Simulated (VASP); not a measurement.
# ZrB2 (P-1) in VASP: electric field gradients with PBE

Aim: the electric field gradients of ZrB2 with PBE.

All numbers are computed with VASP 6.6.1; they aren't measurements. Logs are shortened: lines on timing, memory, paths and dates and some standing lists are left out, and cuts for length are marked.

### 1 The cell of the first run

The typed cell holds 3 atoms: a = 3.166 Å, b = 3.206 Å, c = 3.521 Å, α = 90.62°, β = 91.71°, γ = 121.27°.

### 2 Electric field gradients, PBE (equal xy, yz and zx shear strains of -3 %)

Input file INCAR:

```
PREC = Accurate
ENCUT = 420
EDIFF = 1E-8
ISMEAR = -1
SIGMA = 0.05
LREAL = False
LASPH = True
NELM = 120
ALGO = Normal
ISIF = 2
LWAVE = False
LCHARG = False
GGA = PE
LEFG = True
NBANDS = 16
GGA_COMPAT = False
```

Input file KPOINTS:

```
regular mesh
0
Gamma
  12 12 9
```

Input file POSCAR:

```
ZrB2
1.0
    3.1649998255     -0.0474749974     -0.0474749974
   -1.6236144666      2.7647077506     -0.0173770551
   -0.0528000000     -0.0528000000      3.5200000000
Zr B
1 2
Direct
    0.0000000000      0.0000000000      0.0000000000
    0.3333333333      0.6666666667      0.5000000000
    0.6666666667      0.3333333333      0.5000000000
```

Potentials or basis: VASP PAW PBE potentials, release 64 (Zr_sv, B).

Run with:

```
$ cat potpaw_PBE.64/Zr_sv/POTCAR potpaw_PBE.64/B/POTCAR > POTCAR
$ mpirun -np 1 vasp_std > vasp.out
```

OUTCAR:

```text
PREC = Accurate
   ENCUT = 420
   EDIFF = 1E-8
   ISMEAR = -1
   LREAL = False
   LASPH = True
   NELM = 120
   ISIF = 2
   GGA = PE

 ion  position               nearest neighbor table
   1  0.000  0.000  0.000-   3 2.47   2 2.47   3 2.50   2 2.50   2 2.54   3 2.54   2 2.57   3 2.57
                             2 2.57   3 2.57   3 2.58   2 2.58
   2  0.333  0.667  0.500-   3 1.80   3 1.83   3 1.85   1 2.47   1 2.50   1 2.54   1 2.57   1 2.57
                             1 2.58
   3  0.667  0.333  0.500-   2 1.80   2 1.83   2 1.85   1 2.47   1 2.50   1 2.54   1 2.57   1 2.57
                             1 2.58

  LATTYP: Found a triclinic cell.
 ALAT       =     3.1246485320
 B/A-ratio  =     1.7320508076
 C/A-ratio  =     2.3518134801
 COS(alpha) =     0.0067447531
 COS(beta)  =     0.4561873613
 COS(gamma) =     0.8583881572

  Lattice vectors:

 A1 = (   1.5413853589,   2.7172327532,  -0.0648520525)
 A2 = (   4.7063851844,   2.6697577558,  -0.1123270499)
 A3 = (  -3.1944289332,   5.5822155012,  -3.5547541102)

Analysis of symmetry for initial positions (statically):
=====================================================================
 Subroutine PRICEL returns:
 Original cell was already a primitive cell.

 Routine SETGRP: Setting up the symmetry group for a
 triclinic supercell.

 Subroutine GETGRP returns: Found  2 space group operations
 (whereof  2 operations were pure point group operations)
 out of a pool of  2 trial point group operations.

The static configuration has the point symmetry S_2 .

Analysis of symmetry for dynamics (positions and initial velocities):
=====================================================================
 Subroutine PRICEL returns:
 Original cell was already a primitive cell.

 Routine SETGRP: Setting up the symmetry group for a
 triclinic supercell.

 Subroutine GETGRP returns: Found  2 space group operations
 (whereof  2 operations were pure point group operations)
 out of a pool of  2 trial point group operations.

The dynamic configuration has the point symmetry S_2 .

 Subroutine INISYM returns: Found  2 space group operations
 (whereof  2 operations are pure point group operations),
 and found     1 'primitive' translations

----------------------------------------------------------------------------------------

                                     Primitive cell

  volume of cell :      30.5158

  direct lattice vectors                    reciprocal lattice vectors
     3.164999825 -0.047474997 -0.047474997     0.318879391  0.187314241  0.007592904
    -1.623614467  2.764707751 -0.017377055     0.005558392  0.365001065  0.005558392
    -0.052800000 -0.052800000  3.520000000     0.004328235  0.004328235  0.284220756

  length of vectors
     3.165711870  3.206249342  3.520791911     0.369903154  0.365085701  0.284286661

  position of ions in fractional coordinates (direct lattice)
     0.000000000  0.000000000  0.000000000
     0.333333333  0.666666667  0.500000000
     0.666666667  0.333333333  0.500000000

  ion indices of the primitive-cell ions
   primitive index   ion index
                 1           1
                 2           2
                 3           3

----------------------------------------------------------------------------------------

 KPOINTS: regular mesh

Automatic generation of k-mesh.
 Grid dimensions read from file:
 generate k-points for:   12   12    9

 Generating k-lattice:

  Cartesian coordinates                     Fractional coordinates (reciprocal lattice)
     0.026573283  0.015609520  0.000632742     0.083333333  0.000000000  0.000000000
     0.000463199  0.030416755  0.000463199    -0.000000000  0.083333333 -0.000000000
     0.000480915  0.000480915  0.031580084    -0.000000000  0.000000000  0.111111111

  Length of vectors
     0.030825263  0.030423808  0.031587407

  Shift w.r.t. Gamma in fractional coordinates (k-lattice)
     0.000000000  0.000000000  0.000000000

 Subroutine IBZKPT returns following result:
 ===========================================

 Found    650 irreducible k-points:

 Following reciprocal coordinates:
            Coordinates               Weight
  0.000000  0.000000  0.000000      1.000000
  0.083333  0.000000 -0.000000      2.000000
  0.166667  0.000000  0.000000      2.000000
  0.250000  0.000000  0.000000      2.000000
  0.333333  0.000000 -0.000000      2.000000
  0.416667  0.000000 -0.000000      2.000000
[... 16 lines left out ...]
  0.250000  0.166667  0.000000      2.000000
  0.333333  0.166667  0.000000      2.000000
 [... further k-points ...]
   k-points           NKPTS =    650   k-points in BZ     NKDIM =    650   number of bands    NBANDS=     16
   number of dos      NEDOS =    301   number of ions     NIONS =      3
   total plane-waves  NPLWV =  13824
   dimension x,y,z NGX =    24 NGY =   24 NGZ =   24
   dimension x,y,z NGXF=    48 NGYF=   48 NGZF=   48
   ions per type =               1   2
   NGX,Y,Z   is equivalent  to a cutoff of  12.60, 12.44, 11.33 a.u.
   NGXF,Y,Z  is equivalent  to a cutoff of  25.21, 24.89, 22.66 a.u.
 SYSTEM =  unknown system
   PREC   = accura    normal or accurate (medium, high low for compatibility)
   ISTART =      0    job   : 0-new  1-cont  2-samecut
   ICHARG =      2    charge: 1-file 2-atom 10-const
   ISPIN  =      1    spin polarized calculation?
   LNONCOLLINEAR =      F non collinear calculations
   LSORBIT =      F    spin-orbit coupling
   LASPH  =      T    aspherical Exc in radial PAW
   ENCUT  =  420.0 eV  30.87 Ry    5.56 a.u.   5.29  5.36  5.88*2*pi/ulx,y,z
   NELM   =    120;   NELMIN=  2; NELMDL= -5     # of ELM steps
   EDIFF  = 0.1E-07   stopping-criterion for ELM
   LREAL  =      F    real-space projection
   EDIFFG = 0.1E-06   stopping-criterion for IOM
   NSW    =      0    number of steps for IOM
   IBRION =     -1    ionic relax: 0-MD 1-quasi-New 2-CG
   NFREE  =      0    steps in history (QN), initial steepest desc. (CG)
   ISIF   =      2    stress and relaxation
   ISYM   =      2    0-nonsym 1-usesym 2-fastsym
   POTIM  = 0.5000    time-step for ionic-motion
   TEBEG  =    0.0;   TEEND  =   0.0 temperature during run
   PSTRESS=    0.0 pullay stress
   NELECT =      18.0000    total number of electrons
   NUPDOWN=      -1.0000    fix difference up-down
   EMIN   =  10.00;   EMAX   =-10.00  energy-range for DOS
   EFERMI =   0.00;   METHOD = LEGACY
   ISMEAR =    -1;   SIGMA  =   0.05  broadening in eV -4-tet -1-fermi 0-gaus
   EFERMI_NEDOS =   21; number of points for ismear=-14 and -15
   IALGO  =     38    algorithm
   IMIX   =      4    mixing-type and parameters
     AMIX     =   0.40;   BMIX     =  1.00
     AMIX_MAG =   1.60;   BMIX_MAG =  1.00
  volume/ion in A,a.u.               =      10.17        68.64
  Fermi-wavevector in a.u.,A,eV,Ry     =   1.372959  2.594516 25.647197  1.885016
  Thomas-Fermi vector in A             =   2.498519
   LORBIT       =      0    0 simple, 1 ext, 2 COOP (PROOUT), +10 PAW based schemes
   GGA     = PE    functional components
   LHFCALC =     F    Hartree Fock is set to
   AEXX    =    0.0000 exact exchange contribution
   IVDW    =     0    specifies the selected vdW correction
   LEPSILON=     F    determine dielectric tensor
   LRPA    =     F    only Hartree local field effects (RPA)
 non-spin polarized calculation
  energy-cutoff  :      420.00
  volume of cell :       30.52
 maximum number of plane-waves:       610
 NGX is ok and might be reduce to    24
   NGX = 11   NGY = 11   NGZ = 11

 number of electron      18.0000000 magnetization

 Free energy of the ion-electron system (eV)
  ---------------------------------------------------
  ext. energy  EPLUGINS =         0.00000000
  ---------------------------------------------------
  free energy    TOTEN  =       -24.90835654 eV

  energy without entropy =      -24.90657651  energy(sigma->0) =      -24.90746653

 E-fermi :  10.6590     XC(G=0): -12.4772

 val. band max:       10.6314764235   @ k =   0.1667  -0.3333   0.1111
 cond. band min:      10.6707871161   @ k =   0.0833   0.0833   0.3333
 fundamental gap:      0.0393106926
 Fermi energy:        10.6590069631

 k-point     1 :       0.0000    0.0000    0.0000
  band No.  band energies     occupation
      1     -37.9922      2.00000
      2     -16.1843      2.00000
      3     -15.6519      2.00000
      4     -15.5949      2.00000
      5      -2.1497      2.00000
      6       7.7644      2.00000
[... 433 lines left out ...]
      3     -15.9999      2.00000
      4     -15.9948      2.00000
      5       1.1976      2.00000
      6       3.2884      2.00000
[... 8 lines left out ...]
     15      19.5036      0.00000
     16      20.1591      0.00000

 [... further k-points ...]
[... 5 lines left out ...]
  --------------------------------------------------------------------------------------
  -------------------------------------------------------------------------------------
  Total        0.5318032      0.5167278      0.8778426      1.5580277      1.5282014      1.5318673
  in kB       27.9213913     27.1298824     46.0895778     81.8014986     80.2355202     80.4279944
  external PRESSURE =      33.7136172 kB  Pullay stress =       0.0000000 kB

 VOLUME and BASIS-vectors are now :
 -----------------------------------------------------------------------------
  energy-cutoff  :      420.00
  volume of cell :       30.52
      direct lattice vectors                 reciprocal lattice vectors
     3.164999825 -0.047474997 -0.047474997     0.318879391  0.187314241  0.007592904
    -1.623614467  2.764707751 -0.017377055     0.005558392  0.365001065  0.005558392
    -0.052800000 -0.052800000  3.520000000     0.004328235  0.004328235  0.284220756

 POSITION                                       TOTAL-FORCE (eV/Angst)
 -----------------------------------------------------------------------------------
      0.00000      0.00000      0.00000         0.000000      0.000000      0.000000
     -0.05381      1.80091      1.73259        -0.076208      0.009943     -0.018717
      1.54240      0.86352      1.72256         0.076208     -0.009943      0.018717
 -----------------------------------------------------------------------------------
    total drift:                               -0.000000      0.000000      0.000000

  FREE ENERGIE OF THE ION-ELECTRON SYSTEM (eV)
  ---------------------------------------------------
  free  energy   TOTEN  =       -24.9083565438 eV

  energy  without entropy=      -24.9065765124  energy(sigma->0) =      -24.90746653

 Electric field gradients (V/A^2)
---------------------------------------------------------------------
 ion       V_xx      V_yy      V_zz      V_xy      V_xz      V_yz
---------------------------------------------------------------------
   1     -20.297   -19.852    40.150   -15.203   -30.928   -30.942
   2      -0.824    -0.764     1.588    -1.520    -1.022    -1.021
   3      -0.824    -0.764     1.588    -1.520    -1.022    -1.021
---------------------------------------------------------------------

 Electric field gradients after diagonalization (V/A^2)
 (convention: |V_zz| > |V_xx| > |V_yy|)
----------------------------------------------------------------------
 ion       V_xx      V_yy      V_zz     asymmetry (V_yy - V_xx)/ V_zz
----------------------------------------------------------------------
   1     -55.326    -4.871    60.196       0.838
   2       2.065     0.726    -2.791       0.480
   3       2.065     0.726    -2.791       0.480
----------------------------------------------------------------------

           NMR quadrupolar parameters

 Cq : quadrupolar parameter    Cq=e*Q*V_zz/h
 eta: asymmetry parameters     (V_yy - V_xx)/ V_zz
 Q  : nuclear electric quadrupole moment in mb (millibarn)
----------------------------------------------------------------------
 ion       Cq(MHz)       eta       Q (mb)
----------------------------------------------------------------------
   1       0.146       0.838       1.000
   2      -0.007       0.480       1.000
   3      -0.007       0.480       1.000
----------------------------------------------------------------------
```

It took 6.1 min on 1 thread of Oxide Virtual Turin-like, shared host; peak memory 0.28 GiB.

Results:

```yaml
Free_energy: -24.9084 eV
Pressure: 3.4 GPa
Largest_force: 0.079 eV/Å
Band_gap_on_the_k_mesh: zero (bands 9 and 10 overlap by 1.21 eV)
Largest_electric_field_gradient_by_atom: Zr +60.2; B -2.8 V/Å²
```

Forces on the atoms (eV/Å):
```
Zr   0.000  0.000  0.000
B   -0.076  0.010 -0.019
B    0.076 -0.010  0.019
```

Electric field gradients, principal values (V/Å²):
| atom | least | middle | greatest (by size) |
| --- | --- | --- | --- |
| 1 Zr | -4.871 | -55.326 | 60.196 |
| 2 B | 0.726 | 2.065 | -2.791 |
| 3 B | 0.726 | 2.065 | -2.791 |

Caveat: the cell differs from its parent crystal (equal xy, yz and zx shear strains of -3 %); the cell stands under pressure; without QUAD_EFG the Cq values of the log hold for a quadrupole moment of 1 mb, not for the nuclei.

The gap in the log of VASP goes by the Fermi energy; the results here count the filled bands.